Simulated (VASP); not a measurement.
# ZnInGaO4 (R3m) in VASP: single point with LDA

Aim: the single point of ZnInGaO4 with LDA.

Program: VASP 6.6.1. These are calculated values, not measurements. Logs are shortened: lines on timing, memory, paths and dates and some standing lists are left out, and cuts for length are marked.

## Step 1: The cell of the first run

The structure is trigonal, space group R3m (No. 160). The conventional cell has a = 3.361 Å, b = 3.361 Å, c = 26.140 Å, α = 90.00°, β = 90.00°, γ = 120.00°. Within 2.7 Å of Zn (site symmetry 3m) lie 5 O at 2.01 to 2.53 Å. Within 2.9 Å of In (site symmetry 3m) lie 6 O at 2.22 to 2.23 Å. Within 2.6 Å of Ga (site symmetry 3m) lie 5 O at 1.94 to 2.00 Å. O (site symmetry 3m) has 1 Zn at 2.01 Å and 3 In at 2.22 Å within 2.7 Å. Within 2.6 Å of O (site symmetry 3m) lie 1 Ga at 1.98 Å and 3 In at 2.23 Å. O (site symmetry 3m) has 3 Ga at 1.94 Å and 1 Zn at 2.53 Å within 2.6 Å. Within 2.8 Å of O (site symmetry 3m) lie 1 Ga at 2.00 Å and 3 Zn at 2.02 Å and 3 O at 2.76 Å.

## Step 2: Single point, LDA

Input file INCAR:

```
SYSTEM = ZnInGaO4
PREC     = Accurate       ! precision mode
ENCUT    = 520            ! plane-wave cutoff, eV
EDIFF    = 1E-6           ! SCF threshold, eV
ISMEAR   = 0              ! smearing method
SIGMA    = 0.1            ! smearing width, eV
LREAL    = .False.        ! projectors in reciprocal space
LASPH    = .True.         ! aspherical terms in the spheres
NELM     = 100            ! most SCF steps
ALGO     = Normal         ! electronic algorithm
ISIF     = 2              ! what is computed and relaxed
LWAVE    = .False.        ! write WAVECAR
LCHARG   = .False.        ! write CHGCAR
GGA      = CA             ! functional
NBANDS   = 40             ! bands
```

Input file KPOINTS:

```
regular mesh
0
Gamma
  6 6 6
  0 0 0
```

Input file POSCAR:

```
ZnInGaO4
1.0
    1.6803268679      0.9701371695      8.7134054620
   -1.6803268679      0.9701371695      8.7134054620
    0.0000000000     -1.9402743390      8.7134054620
Zn In Ga O
1 1 1 4
Direct
    0.2183820000      0.2183820000      0.2183820000
    0.0027680000      0.0027680000      0.0027680000
    0.7870340000      0.7870340000      0.7870340000
    0.2951430000      0.2951430000      0.2951430000
    0.7113580000      0.7113580000      0.7113580000
    0.1217170000      0.1217170000      0.1217170000
    0.8635990000      0.8635990000      0.8635990000
```

Potentials or basis: VASP PAW LDA potentials, release 64 (Zn, In_d, Ga_d, O).

Run with:

```sh
$ cat potpaw_LDA.64/Zn/POTCAR potpaw_LDA.64/In_d/POTCAR potpaw_LDA.64/Ga_d/POTCAR potpaw_LDA.64/O/POTCAR > POTCAR
$ mpirun -np 1 vasp_std > vasp.out
```

OUTCAR:

```text
SYSTEM = ZnInGaO4
   PREC = Accurate
   ENCUT = 520
   EDIFF = 1E-6
   ISMEAR = 0
   LREAL = .False.
   LASPH = .True.
   NELM = 100
   ISIF = 2
   GGA = CA

 ion  position               nearest neighbor table
   1  0.218  0.218  0.218-   4 2.01   7 2.02   7 2.02   7 2.02
   2  0.003  0.003  0.003-   4 2.22   4 2.22   4 2.22   5 2.23   5 2.23   5 2.23
   3  0.787  0.787  0.787-   6 1.94   6 1.94   6 1.94   5 1.98   7 2.00
   4  0.295  0.295  0.295-   1 2.01   2 2.22   2 2.22   2 2.22
   5  0.711  0.711  0.711-   3 1.98   2 2.23   2 2.23   2 2.23
   6  0.122  0.122  0.122-   3 1.94   3 1.94   3 1.94
   7  0.864  0.864  0.864-   3 2.00   1 2.02   1 2.02   1 2.02

  LATTYP: Found a trigonal (rhomboedric) cell.
 ALAT       =     8.9268191007
 COS(alpha) =     0.9291362598

  Lattice vectors:

 A1 = (   1.6803268679,   0.9701371695,   8.7134054620)
 A2 = (  -1.6803268679,   0.9701371695,   8.7134054620)
 A3 = (   0.0000000000,  -1.9402743390,   8.7134054620)

Analysis of symmetry for initial positions (statically):
=====================================================================
 Subroutine PRICEL returns:
 Original cell was already a primitive cell.

 Routine SETGRP: Setting up the symmetry group for a
 trigonal (rhombohedral) supercell.

 Subroutine GETGRP returns: Found  6 space group operations
 (whereof  6 operations were pure point group operations)
 out of a pool of 12 trial point group operations.

The static configuration has the point symmetry C_3v.

Analysis of symmetry for dynamics (positions and initial velocities):
=====================================================================
 Subroutine PRICEL returns:
 Original cell was already a primitive cell.

 Routine SETGRP: Setting up the symmetry group for a
 trigonal (rhombohedral) supercell.

 Subroutine GETGRP returns: Found  6 space group operations
 (whereof  6 operations were pure point group operations)
 out of a pool of 12 trial point group operations.

The dynamic configuration has the point symmetry C_3v.

 Subroutine INISYM returns: Found  6 space group operations
 (whereof  6 operations are pure point group operations),
 and found     1 'primitive' translations

----------------------------------------------------------------------------------------

                                     Primitive cell

  volume of cell :      85.2248

  direct lattice vectors                    reciprocal lattice vectors
     1.680326868  0.970137169  8.713405462     0.297561153  0.171797012  0.038255230
    -1.680326868  0.970137169  8.713405462    -0.297561153  0.171797012  0.038255230
     0.000000000 -1.940274339  8.713405462     0.000000000 -0.343594023  0.038255230

  length of vectors
     8.926819101  8.926819101  8.926819101     0.345717103  0.345717103  0.345717103

  position of ions in fractional coordinates (direct lattice)
     0.218382000  0.218382000  0.218382000
     0.002768000  0.002768000  0.002768000
     0.787034000  0.787034000  0.787034000
     0.295143000  0.295143000  0.295143000
     0.711358000  0.711358000  0.711358000
     0.121717000  0.121717000  0.121717000
     0.863599000  0.863599000  0.863599000

  ion indices of the primitive-cell ions
   primitive index   ion index
                 1           1
                 2           2
                 3           3
                 4           4
                 5           5
                 6           6
                 7           7

----------------------------------------------------------------------------------------

 KPOINTS: regular mesh

Automatic generation of k-mesh.
 Grid dimensions read from file:
 generate k-points for:    6    6    6

 Generating k-lattice:

  Cartesian coordinates                     Fractional coordinates (reciprocal lattice)
     0.049593525  0.028632835  0.006375872     0.166666667  0.000000000  0.000000000
    -0.049593525  0.028632835  0.006375872     0.000000000  0.166666667  0.000000000
     0.000000000 -0.057265671  0.006375872     0.000000000  0.000000000  0.166666667

  Length of vectors
     0.057619517  0.057619517  0.057619517

  Shift w.r.t. Gamma in fractional coordinates (k-lattice)
     0.000000000  0.000000000  0.000000000

 Subroutine IBZKPT returns following result:
 ===========================================

 Found     32 irreducible k-points:

 Following reciprocal coordinates:
            Coordinates               Weight
  0.000000  0.000000  0.000000      1.000000
  0.166667  0.000000  0.000000      6.000000
  0.333333 -0.000000 -0.000000      6.000000
  0.500000  0.000000 -0.000000      3.000000
  0.166667  0.166667  0.000000      6.000000
  0.333333  0.166667 -0.000000     12.000000
[... 16 lines left out ...]
  0.500000  0.500000  0.166667      6.000000
 -0.333333  0.500000  0.166667     12.000000
 [... further k-points ...]
   k-points           NKPTS =     32   k-points in BZ     NKDIM =     32   number of bands    NBANDS=     40
   number of dos      NEDOS =    301   number of ions     NIONS =      7
   total plane-waves  NPLWV = 343000
   dimension x,y,z NGX =    70 NGY =   70 NGZ =   70
   dimension x,y,z NGXF=   140 NGYF=  140 NGZF=  140
   ions per type =               1   1   1   4
   NGX,Y,Z   is equivalent  to a cutoff of  13.04, 13.04, 13.04 a.u.
   NGXF,Y,Z  is equivalent  to a cutoff of  26.07, 26.07, 26.07 a.u.
 SYSTEM =  ZnInGaO4
   PREC   = accura    normal or accurate (medium, high low for compatibility)
   ISTART =      0    job   : 0-new  1-cont  2-samecut
   ICHARG =      2    charge: 1-file 2-atom 10-const
   ISPIN  =      1    spin polarized calculation?
   LNONCOLLINEAR =      F non collinear calculations
   LSORBIT =      F    spin-orbit coupling
   LASPH  =      T    aspherical Exc in radial PAW
   ENCUT  =  520.0 eV  38.22 Ry    6.18 a.u.  16.60 16.60 16.60*2*pi/ulx,y,z
   NELM   =    100;   NELMIN=  2; NELMDL= -5     # of ELM steps
   EDIFF  = 0.1E-05   stopping-criterion for ELM
   LREAL  =      F    real-space projection
   EDIFFG = 0.1E-04   stopping-criterion for IOM
   NSW    =      0    number of steps for IOM
   IBRION =     -1    ionic relax: 0-MD 1-quasi-New 2-CG
   NFREE  =      0    steps in history (QN), initial steepest desc. (CG)
   ISIF   =      2    stress and relaxation
   ISYM   =      2    0-nonsym 1-usesym 2-fastsym
   POTIM  = 0.5000    time-step for ionic-motion
   TEBEG  =    0.0;   TEEND  =   0.0 temperature during run
   PSTRESS=    0.0 pullay stress
   NELECT =      62.0000    total number of electrons
   NUPDOWN=      -1.0000    fix difference up-down
   EMIN   =  10.00;   EMAX   =-10.00  energy-range for DOS
   EFERMI =   0.00;   METHOD = LEGACY
   ISMEAR =     0;   SIGMA  =   0.10  broadening in eV -4-tet -1-fermi 0-gaus
   EFERMI_NEDOS =   21; number of points for ismear=-14 and -15
   IALGO  =     38    algorithm
   IMIX   =      4    mixing-type and parameters
     AMIX     =   0.40;   BMIX     =  1.00
     AMIX_MAG =   1.60;   BMIX_MAG =  1.00
  volume/ion in A,a.u.               =      12.17        82.16
  Fermi-wavevector in a.u.,A,eV,Ry     =   1.472369  2.782374 29.495673  2.167871
  Thomas-Fermi vector in A             =   2.587392
   LORBIT       =      0    0 simple, 1 ext, 2 COOP (PROOUT), +10 PAW based schemes
   GGA     = CA    functional components
   LHFCALC =     F    Hartree Fock is set to
   AEXX    =    0.0000 exact exchange contribution
   IVDW    =     0    specifies the selected vdW correction
   LEPSILON=     F    determine dielectric tensor
   LRPA    =     F    only Hartree local field effects (RPA)
 non-spin polarized calculation
 Gauss-broadening in eV      SIGMA  =   0.10
  energy-cutoff  :      520.00
  volume of cell :       85.22
 maximum number of plane-waves:      2312
 NGX is ok and might be reduce to    70
   NGX = 33   NGY = 33   NGZ = 33

 number of electron      62.0000002 magnetization

 Free energy of the ion-electron system (eV)
  ---------------------------------------------------
  ext. energy  EPLUGINS =         0.00000000
  ---------------------------------------------------
  free energy    TOTEN  =       -43.45441729 eV

  energy without entropy =      -43.45441729  energy(sigma->0) =      -43.45441729

 E-fermi :   3.6777     XC(G=0): -11.5610

 val. band max:        3.2239248170   @ k =   0.0000   0.0000   0.0000
 cond. band min:       4.2163940003   @ k =   0.0000   0.0000   0.0000
 fundamental gap:      0.9924691834
 Fermi energy:         3.6776632629

 k-point     1 :       0.0000    0.0000    0.0000
  band No.  band energies     occupation
      1     -14.9661      2.00000
      2     -14.0673      2.00000
      3     -13.4644      2.00000
      4     -13.0497      2.00000
      5     -10.1843      2.00000
      6     -10.1843      2.00000
[... 32 lines left out ...]
     39      15.0172      0.00000
     40      15.0175      0.00000

 k-point     2 :       0.1667    0.0000    0.0000
  band No.  band energies     occupation
      1     -14.8005      2.00000
      2     -13.9252      2.00000
      3     -13.4054      2.00000
      4     -13.1633      2.00000
      5     -10.1336      2.00000
      6     -10.1312      2.00000
[... 32 lines left out ...]
     39      14.1070      0.00000
     40      14.5563      0.00000

 k-point     3 :       0.3333   -0.0000   -0.0000
  band No.  band energies     occupation
      1     -14.4424      2.00000
      2     -13.7002      2.00000
      3     -13.3642      2.00000
      4     -13.2165      2.00000
      5     -10.0206      2.00000
      6      -9.9515      2.00000
[... 32 lines left out ...]
     39      14.2758      0.00000
     40      15.0749      0.00000

 k-point     4 :       0.5000    0.0000   -0.0000
  band No.  band energies     occupation
      1     -14.2402      2.00000
      2     -13.7192      2.00000
      3     -13.2770      2.00000
      4     -13.1689      2.00000
      5      -9.9630      2.00000
      6      -9.8960      2.00000
[... 32 lines left out ...]
     39      14.1830      0.00000
     40      14.6764      0.00000
[... 772 lines left out ...]
     39      13.7981      0.00000
     40      14.1540      0.00000

 k-point    23 :       0.5000    0.5000    0.1667
  band No.  band energies     occupation
      1     -14.4371      2.00000
      2     -13.7028      2.00000
      3     -13.4104      2.00000
      4     -13.1720      2.00000
      5     -10.0206      2.00000
      6      -9.9522      2.00000
[... 32 lines left out ...]
     39      13.9090      0.00000
     40      15.0928      0.00000

 k-point    24 :      -0.3333    0.5000    0.1667
  band No.  band energies     occupation
      1     -14.2417      2.00000
      2     -13.6615      2.00000
      3     -13.3724      2.00000
      4     -13.1524      2.00000
      5      -9.9887      2.00000
      6      -9.8851      2.00000
[... 32 lines left out ...]
     39      13.4217      0.00000
     40      14.0327      0.00000

 [... further k-points ...]
[... 5 lines left out ...]
  --------------------------------------------------------------------------------------
  -------------------------------------------------------------------------------------
  Total       -5.8730776     -5.8730776     -5.8793013      0.0000000      0.0000000      0.0000000
  in kB     -110.4104634   -110.4104634   -110.5274654      0.0000000      0.0000000      0.0000000
  external PRESSURE =    -110.4494641 kB  Pullay stress =       0.0000000 kB

 VOLUME and BASIS-vectors are now :
 -----------------------------------------------------------------------------
  energy-cutoff  :      520.00
  volume of cell :       85.22
      direct lattice vectors                 reciprocal lattice vectors
     1.680326868  0.970137169  8.713405462     0.297561153  0.171797012  0.038255230
    -1.680326868  0.970137169  8.713405462    -0.297561153  0.171797012  0.038255230
     0.000000000 -1.940274339  8.713405462     0.000000000 -0.343594023  0.038255230

 POSITION                                       TOTAL-FORCE (eV/Angst)
 -----------------------------------------------------------------------------------
      0.00000      0.00000      5.70855         0.000000     -0.000000      0.015988
      0.00000      0.00000      0.07236         0.000000     -0.000000      0.055727
      0.00000      0.00000     20.57324         0.000000     -0.000000      0.031567
      0.00000      0.00000      7.71510         0.000000      0.000000      0.079027
      0.00000      0.00000     18.59505         0.000000      0.000000     -0.103213
      0.00000      0.00000      3.18171         0.000000     -0.000000     -0.019850
      0.00000      0.00000     22.57466         0.000000     -0.000000     -0.059247
 -----------------------------------------------------------------------------------
    total drift:                               -0.000000      0.000000      0.000470

  FREE ENERGIE OF THE ION-ELECTRON SYSTEM (eV)
  ---------------------------------------------------
  free  energy   TOTEN  =       -43.4544172870 eV

  energy  without entropy=      -43.4544172870  energy(sigma->0) =      -43.45441729
```

It took 22 min on 1 thread of Intel Xeon 8259CL, shared host; peak memory 0.54 GiB.

Results:

| Item | Value |
| --- | --- |
| Free energy | -43.4544 eV |
| Pressure | -11.0 GPa |
| Largest force | 0.103 eV/Å |
| Band gap on the k mesh | 0.99 eV |

Forces in eV/Å, atoms in the order of the input:
```
Zn   0.000  0.000  0.016
In   0.000  0.000  0.056
Ga   0.000  0.000  0.032
O    0.000  0.000  0.079
O    0.000  0.000 -0.103
O    0.000  0.000 -0.020
O    0.000  0.000 -0.059
```

Levels at points of the mesh, in eV from the valence-band top:
```
           k point  band 27  band 28  band 29  band 30  band 31  band 32  band 33  band 34  band 35  band 36
(0.00, 0.00, 0.00)    -0.73    -0.73    -0.51     0.00     0.00     0.99     4.10     4.77     5.54     9.85
(0.50, 0.00, 0.00)    -2.17    -1.10    -1.06    -0.49    -0.25     4.93     5.61     6.32     6.96     8.13
(0.50, 0.50, 0.00)    -1.49    -1.25    -1.07    -0.78    -0.43     5.03     5.47     6.31     7.06     8.24
(0.50, 0.50, 0.50)    -1.26    -0.76    -0.76     0.00     0.00     2.39     2.75     4.99     5.83     9.86
```

Caveat: the cell stands under tension; spin-orbit coupling is left out, which moves the levels of the heavy elements. A k mesh can miss the band edges.
